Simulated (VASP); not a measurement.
# PtSe2 (P-3m1) in VASP: further runs

Runs on PtSe2. Level: PBE. Tasks: single point.

Program: VASP 6.6.1. These are calculated values, not measurements. Logs are shortened: lines on timing, memory, paths and dates and some standing lists are left out, and cuts for length are marked.

**1. The cell of the first run**

Symmetry: P-3m1, No. 164, trigonal system. Conventional cell: a = 3.752 Å, b = 3.752 Å, c = 6.501 Å, α = 90.00°, β = 90.00°, γ = 120.00°. Pt (site symmetry -3m) has 6 Se at 2.53 Å within 3.3 Å. Se (site symmetry 3m) has 3 Pt at 2.53 Å within 3.3 Å.

**2. Single point, PBE**

Input file INCAR:

```
PREC     = Accurate       # precision mode
ENCUT    = 520            # plane-wave cutoff, eV
EDIFF    = 1E-6           # SCF threshold, eV
ISMEAR   = 0              # smearing method
SIGMA    = 0.02           # smearing width, eV
LREAL    = F              # projectors in reciprocal space
LASPH    = T              # aspherical terms in the spheres
NELM     = 100            # most SCF steps
ALGO     = Normal         # electronic algorithm
ISIF     = 2              # what is computed and relaxed
LWAVE    = F              # write WAVECAR
LCHARG   = F              # write CHGCAR
GGA      = PE             # functional
NBANDS   = 18             # bands
```

Input file KPOINTS:

```
regular mesh
0
Gamma
  12 12 4
```

Input file POSCAR:

```
PtSe2
1.0
    3.7515595060      0.0000000000      0.0000000000
   -1.8757797530      3.2489458360      0.0000000000
    0.0000000000      0.0000000000      6.5013327979
Pt Se
1 2
Direct
    0.0000000000      0.0000000000      0.0000000000
    0.6666666667      0.3333333333      0.7990307520
    0.3333333333      0.6666666667      0.2009692480
```

Potentials or basis: VASP PAW PBE potentials, release 64 (Pt, Se).

Command:

```sh
$ cat potpaw_PBE.64/Pt/POTCAR potpaw_PBE.64/Se/POTCAR > POTCAR
$ mpirun -np 1 vasp_std > vasp.out
```

OUTCAR:

```text
PREC = Accurate
   ENCUT = 520
   EDIFF = 1E-6
   ISMEAR = 0
   LREAL = F
   LASPH = T
   NELM = 100
   ISIF = 2
   GGA = PE

 ion  position               nearest neighbor table
   1  0.000  0.000  0.000-   2 2.53   3 2.53   3 2.53   2 2.53   2 2.53   3 2.53
   2  0.667  0.333  0.799-   1 2.53   1 2.53   1 2.53
   3  0.333  0.667  0.201-   1 2.53   1 2.53   1 2.53

  LATTYP: Found a hexagonal cell.
 ALAT       =     3.7515595060
 C/A-ratio  =     1.7329680597

  Lattice vectors:

 A1 = (   3.7515595060,   0.0000000000,   0.0000000000)
 A2 = (  -1.8757797530,   3.2489458360,   0.0000000000)
 A3 = (   0.0000000000,   0.0000000000,   6.5013327979)

Analysis of symmetry for initial positions (statically):
=====================================================================
 Subroutine PRICEL returns:
 Original cell was already a primitive cell.

 Routine SETGRP: Setting up the symmetry group for a
 hexagonal supercell.

 Subroutine GETGRP returns: Found 12 space group operations
 (whereof 12 operations were pure point group operations)
 out of a pool of 24 trial point group operations.

The static configuration has the point symmetry D_3d.

Analysis of symmetry for dynamics (positions and initial velocities):
=====================================================================
 Subroutine PRICEL returns:
 Original cell was already a primitive cell.

 Routine SETGRP: Setting up the symmetry group for a
 hexagonal supercell.

 Subroutine GETGRP returns: Found 12 space group operations
 (whereof 12 operations were pure point group operations)
 out of a pool of 24 trial point group operations.

The dynamic configuration has the point symmetry D_3d.

 Subroutine INISYM returns: Found 12 space group operations
 (whereof 12 operations are pure point group operations),
 and found     1 'primitive' translations

----------------------------------------------------------------------------------------

                                     Primitive cell

  volume of cell :      79.2422

  direct lattice vectors                    reciprocal lattice vectors
     3.751559506  0.000000000  0.000000000     0.266555815  0.153896071  0.000000000
    -1.875779753  3.248945836  0.000000000     0.000000000  0.307792143  0.000000000
     0.000000000  0.000000000  6.501332798     0.000000000  0.000000000  0.153814615

  length of vectors
     3.751559506  3.751559506  6.501332798     0.307792143  0.307792143  0.153814615

  position of ions in fractional coordinates (direct lattice)
     0.000000000  0.000000000  0.000000000
     0.666666667  0.333333333  0.799030752
     0.333333333  0.666666667  0.200969248

  ion indices of the primitive-cell ions
   primitive index   ion index
                 1           1
                 2           2
                 3           3

----------------------------------------------------------------------------------------

 KPOINTS: regular mesh

Automatic generation of k-mesh.
 Grid dimensions read from file:
 generate k-points for:   12   12    4

 Generating k-lattice:

  Cartesian coordinates                     Fractional coordinates (reciprocal lattice)
     0.022212985  0.012824673  0.000000000     0.083333333  0.000000000  0.000000000
     0.000000000  0.025649345  0.000000000     0.000000000  0.083333333  0.000000000
     0.000000000  0.000000000  0.038453654     0.000000000  0.000000000  0.250000000

  Length of vectors
     0.025649345  0.025649345  0.038453654

  Shift w.r.t. Gamma in fractional coordinates (k-lattice)
     0.000000000  0.000000000  0.000000000

 Subroutine IBZKPT returns following result:
 ===========================================

 Found     69 irreducible k-points:

 Following reciprocal coordinates:
            Coordinates               Weight
  0.000000  0.000000  0.000000      1.000000
  0.083333  0.000000  0.000000      6.000000
  0.166667  0.000000  0.000000      6.000000
  0.250000  0.000000  0.000000      6.000000
  0.333333  0.000000  0.000000      6.000000
  0.416667  0.000000  0.000000      6.000000
[... 16 lines left out ...]
  0.166667  0.000000  0.250000      6.000000
  0.000000  0.166667  0.250000      6.000000
 [... further k-points ...]
   k-points           NKPTS =     69   k-points in BZ     NKDIM =     69   number of bands    NBANDS=     18
   number of dos      NEDOS =    301   number of ions     NIONS =      3
   total plane-waves  NPLWV =  37632
   dimension x,y,z NGX =    28 NGY =   28 NGZ =   48
   dimension x,y,z NGXF=    56 NGYF=   56 NGZF=   96
   ions per type =               1   2
   NGX,Y,Z   is equivalent  to a cutoff of  12.41, 12.41, 12.27 a.u.
   NGXF,Y,Z  is equivalent  to a cutoff of  24.82, 24.82, 24.55 a.u.
 SYSTEM =  unknown system
   PREC   = accura    normal or accurate (medium, high low for compatibility)
   ISTART =      0    job   : 0-new  1-cont  2-samecut
   ICHARG =      2    charge: 1-file 2-atom 10-const
   ISPIN  =      1    spin polarized calculation?
   LNONCOLLINEAR =      F non collinear calculations
   LSORBIT =      F    spin-orbit coupling
   LASPH  =      T    aspherical Exc in radial PAW
   ENCUT  =  520.0 eV  38.22 Ry    6.18 a.u.   6.98  6.98 12.09*2*pi/ulx,y,z
   NELM   =    100;   NELMIN=  2; NELMDL= -5     # of ELM steps
   EDIFF  = 0.1E-05   stopping-criterion for ELM
   LREAL  =      F    real-space projection
   EDIFFG = 0.1E-04   stopping-criterion for IOM
   NSW    =      0    number of steps for IOM
   IBRION =     -1    ionic relax: 0-MD 1-quasi-New 2-CG
   NFREE  =      0    steps in history (QN), initial steepest desc. (CG)
   ISIF   =      2    stress and relaxation
   ISYM   =      2    0-nonsym 1-usesym 2-fastsym
   POTIM  = 0.5000    time-step for ionic-motion
   TEBEG  =    0.0;   TEEND  =   0.0 temperature during run
   PSTRESS=    0.0 pullay stress
   NELECT =      22.0000    total number of electrons
   NUPDOWN=      -1.0000    fix difference up-down
   EMIN   =  10.00;   EMAX   =-10.00  energy-range for DOS
   EFERMI =   0.00;   METHOD = LEGACY
   ISMEAR =     0;   SIGMA  =   0.02  broadening in eV -4-tet -1-fermi 0-gaus
   EFERMI_NEDOS =   21; number of points for ismear=-14 and -15
   IALGO  =     38    algorithm
   IMIX   =      4    mixing-type and parameters
     AMIX     =   0.40;   BMIX     =  1.00
     AMIX_MAG =   1.60;   BMIX_MAG =  1.00
  volume/ion in A,a.u.               =      26.41       178.25
  Fermi-wavevector in a.u.,A,eV,Ry     =   1.067981  2.018191 15.518577  1.140583
  Thomas-Fermi vector in A             =   2.203615
   LORBIT       =      0    0 simple, 1 ext, 2 COOP (PROOUT), +10 PAW based schemes
   GGA     = PE    functional components
   LHFCALC =     F    Hartree Fock is set to
   AEXX    =    0.0000 exact exchange contribution
   IVDW    =     0    specifies the selected vdW correction
   LEPSILON=     F    determine dielectric tensor
   LRPA    =     F    only Hartree local field effects (RPA)
 non-spin polarized calculation
 Gauss-broadening in eV      SIGMA  =   0.02
  energy-cutoff  :      520.00
  volume of cell :       79.24
 maximum number of plane-waves:      2159
   NGX = 13   NGY = 13   NGZ = 25

 number of electron      21.9999996 magnetization

 Free energy of the ion-electron system (eV)
  ---------------------------------------------------
  ext. energy  EPLUGINS =         0.00000000
  ---------------------------------------------------
  free energy    TOTEN  =       -14.30306546 eV

  energy without entropy =      -14.30306546  energy(sigma->0) =      -14.30306546

 E-fermi :   3.2107     XC(G=0):  -8.9893

 val. band max:        3.0564527622   @ k =   0.0833   0.0833   0.0000
 cond. band min:       3.9291063440   @ k =   0.0000   0.2500   0.2500
 fundamental gap:      0.8726535818
 Fermi energy:         3.2107456436

 k-point     1 :       0.0000    0.0000    0.0000
  band No.  band energies     occupation
      1     -11.1384      2.00000
      2      -9.3028      2.00000
      3      -2.3439      2.00000
      4      -2.2190      2.00000
      5      -2.2190      2.00000
      6       0.0174      2.00000
[... 10 lines left out ...]
     17      11.1631      0.00000
     18      12.1527      0.00000

 k-point     2 :       0.0833    0.0000    0.0000
  band No.  band energies     occupation
      1     -11.0663      2.00000
      2      -9.3110      2.00000
      3      -2.2710      2.00000
      4      -2.2152      2.00000
      5      -2.1741      2.00000
      6      -0.0842      2.00000
[... 10 lines left out ...]
     17      11.4437      0.00000
     18      12.3756      0.00000

 k-point     3 :       0.1667    0.0000    0.0000
  band No.  band energies     occupation
      1     -10.8591      2.00000
      2      -9.3347      2.00000
      3      -2.2117      2.00000
      4      -2.0539      2.00000
      5      -2.0405      2.00000
      6      -0.4591      2.00000
[... 10 lines left out ...]
     17      12.1216      0.00000
     18      12.4533      0.00000

 k-point     4 :       0.2500    0.0000    0.0000
  band No.  band energies     occupation
      1     -10.5462      2.00000
      2      -9.3716      2.00000
      3      -2.1903      2.00000
      4      -1.9052      2.00000
      5      -1.7515      2.00000
      6      -1.0394      2.00000
[... 10 lines left out ...]
     17      12.1495      0.00000
     18      12.6190      0.00000

 k-point     5 :       0.3333    0.0000    0.0000
  band No.  band energies     occupation
      1     -10.1836      2.00000
      2      -9.4192      2.00000
      3      -2.4572      2.00000
      4      -1.7963      2.00000
      5      -1.6215      2.00000
      6      -1.0471      2.00000
[... 10 lines left out ...]
     17      12.4437      0.00000
     18      12.4845      0.00000

 k-point     6 :       0.4167    0.0000    0.0000
  band No.  band energies     occupation
      1      -9.8570      2.00000
      2      -9.4803      2.00000
      3      -2.9532      2.00000
      4      -1.7554      2.00000
      5      -1.3377      2.00000
      6      -0.7678      2.00000
[... 10 lines left out ...]
     17      12.1608      0.00000
     18      12.4187      0.00000

 k-point     7 :       0.5000    0.0000    0.0000
  band No.  band energies     occupation
      1      -9.6871      2.00000
      2      -9.5431      2.00000
      3      -3.1634      2.00000
      4      -1.7493      2.00000
      5      -1.0611      2.00000
      6      -0.7856      2.00000
[... 10 lines left out ...]
     17      12.0505      0.00000
     18      12.3772      0.00000

 k-point     8 :       0.0833    0.0833    0.0000
  band No.  band energies     occupation
      1     -10.9266      2.00000
      2      -9.3268      2.00000
      3      -2.2027      2.00000
      4      -2.1379      2.00000
      5      -2.0818      2.00000
      6      -0.2310      2.00000
[... 10 lines left out ...]
     17      11.9493      0.00000
     18      12.5168      0.00000
[... 229 lines left out ...]
     17      12.3367      0.00000
     18      12.6817      0.00000

 k-point    20 :       0.0000    0.0000    0.2500
  band No.  band energies     occupation
      1     -11.1174      2.00000
      2      -9.3490      2.00000
      3      -2.2178      2.00000
      4      -2.2178      2.00000
      5      -2.1843      2.00000
      6       0.0168      2.00000
[... 10 lines left out ...]
     17      11.1218      0.00000
     18      11.3170      0.00000

 k-point    21 :       0.0833    0.0000    0.2500
  band No.  band energies     occupation
      1     -11.0453      2.00000
      2      -9.3551      2.00000
      3      -2.2363      2.00000
      4      -2.1720      2.00000
      5      -2.1036      2.00000
      6      -0.0843      2.00000
[... 10 lines left out ...]
     17      11.3595      0.00000
     18      11.6558      0.00000

 k-point    22 :       0.0000    0.0833    0.2500
  band No.  band energies     occupation
      1     -11.0455      2.00000
      2      -9.3548      2.00000
      3      -2.2475      2.00000
      4      -2.1741      2.00000
      5      -2.0919      2.00000
      6      -0.0866      2.00000
[... 10 lines left out ...]
     17      11.4368      0.00000
     18      11.4558      0.00000

 k-point    23 :       0.1667    0.0000    0.2500
  band No.  band energies     occupation
      1     -10.8381      2.00000
      2      -9.3740      2.00000
      3      -2.2278      2.00000
      4      -2.0512      2.00000
      5      -1.9150      2.00000
      6      -0.4520      2.00000
[... 10 lines left out ...]
     17      12.0171      0.00000
     18      12.1578      0.00000

 k-point    24 :       0.0000    0.1667    0.2500
  band No.  band energies     occupation
      1     -10.8393      2.00000
      2      -9.3714      2.00000
      3      -2.2708      2.00000
      4      -2.0557      2.00000
      5      -1.8768      2.00000
      6      -0.4672      2.00000
[... 10 lines left out ...]
     17      11.4362      0.00000
     18      12.2085      0.00000

 [... further k-points ...]
[... 5 lines left out ...]
  --------------------------------------------------------------------------------------
  -------------------------------------------------------------------------------------
  Total       -0.0158965     -0.0158965     -0.0066271      0.0000000      0.0000000      0.0000000
  in kB       -0.3214074     -0.3214074     -0.1339913      0.0000000      0.0000000      0.0000000
  external PRESSURE =      -0.2589354 kB  Pullay stress =       0.0000000 kB

 VOLUME and BASIS-vectors are now :
 -----------------------------------------------------------------------------
  energy-cutoff  :      520.00
  volume of cell :       79.24
      direct lattice vectors                 reciprocal lattice vectors
     3.751559506  0.000000000  0.000000000     0.266555815  0.153896071  0.000000000
    -1.875779753  3.248945836  0.000000000     0.000000000  0.307792143  0.000000000
     0.000000000  0.000000000  6.501332798     0.000000000  0.000000000  0.153814615

 POSITION                                       TOTAL-FORCE (eV/Angst)
 -----------------------------------------------------------------------------------
      0.00000      0.00000      0.00000        -0.000000      0.000000     -0.000000
      1.87578      1.08298      5.19476        -0.000000      0.000000      0.001068
     -0.00000      2.16596      1.30657         0.000000     -0.000000     -0.001068
 -----------------------------------------------------------------------------------
    total drift:                               -0.000000      0.000000      0.000000

  FREE ENERGIE OF THE ION-ELECTRON SYSTEM (eV)
  ---------------------------------------------------
  free  energy   TOTEN  =       -14.3030654557 eV

  energy  without entropy=      -14.3030654557  energy(sigma->0) =      -14.30306546
```

Wall time 28 s (1 thread of Intel Xeon 6975P-C (Granite Rapids), shared host); peak memory 0.24 GiB.

What came out:

```
Free energy            : -14.3031 eV
Pressure               : 0.0 GPa
Band gap on the k mesh : 0.87 eV, indirect (least direct gap 1.03 eV)
```

Levels at points of the mesh, in eV from the valence-band top:
```csv
k point,band 7,band 8,band 9,band 10,band 11,band 12,band 13,band 14,band 15,band 16
"(0.00, 0.00, 0.00)",-3.04,-1.60,-0.27,-0.27,-0.22,2.63,2.63,4.18,5.20,8.11
"(0.50, 0.00, 0.00)",-2.53,-2.49,-2.15,-2.10,-1.85,1.94,2.51,4.67,6.05,7.94
"(0.00, 0.00, 0.50)",-3.04,-1.35,-1.30,-0.30,-0.30,2.70,2.70,5.27,5.83,7.30
"(0.50, 0.00, 0.50)",-2.53,-2.53,-2.21,-2.04,-1.37,2.15,2.35,4.39,5.72,7.29
```

Caveat: spin-orbit coupling is left out, which moves the levels of the heavy elements; this functional lacks dispersion, which binds the layers, so the pressure and a relaxed spacing across them are unreliable. A k mesh can miss the band edges.

**3. Single point, PBE**

Input file INCAR:

```
SYSTEM = PtSe2
  PREC = Accurate
  ENCUT = 520
  EDIFF = 1E-6
  ISMEAR = 0
  SIGMA = 0.01
  LREAL = .False.
  LASPH = .True.
  NELM = 100
  ALGO = Normal
  ISIF = 2
  LWAVE = .False.
  LCHARG = .True.
  GGA = PE
  LELF = .True.
  LVHAR = .True.
  NBANDS = 18
```

Input file KPOINTS:

```
regular mesh
0
Gamma
  12 12 4
  0 0 0
```

POSCAR is that of step 2.

Potentials or basis: VASP PAW PBE potentials, release 64 (Pt, Se).

Command:

```sh
$ cat potpaw_PBE.64/Pt/POTCAR potpaw_PBE.64/Se/POTCAR > POTCAR
$ mpirun -np 1 vasp_std > vasp.out
```

Wall time 29 s (1 thread of Intel Xeon 6975P-C (Granite Rapids), shared host); peak memory 0.25 GiB.

Results (log left out):

* Free energy: -14.3031 eV
* Pressure: 0.0 GPa
* Band gap on the k mesh: 0.87 eV, indirect (least direct gap 1.03 eV)

Levels at points of the mesh, in eV from the valence-band top:
```tsv
k point	band 8	band 9	band 10	band 11	band 12	band 13	band 14	band 15
(0.00, 0.00, 0.00)	-1.60	-0.27	-0.27	-0.22	2.63	2.63	4.18	5.20
(0.50, 0.00, 0.00)	-2.49	-2.15	-2.10	-1.85	1.94	2.51	4.67	6.05
(0.00, 0.00, 0.50)	-1.35	-1.30	-0.30	-0.30	2.70	2.70	5.27	5.83
(0.50, 0.00, 0.50)	-2.53	-2.21	-2.04	-1.37	2.15	2.35	4.39	5.72
```

Caveat: spin-orbit coupling is left out, which moves the levels of the heavy elements; this functional lacks dispersion, which binds the layers, so the pressure and a relaxed spacing across them are unreliable. A k mesh can miss the band edges.
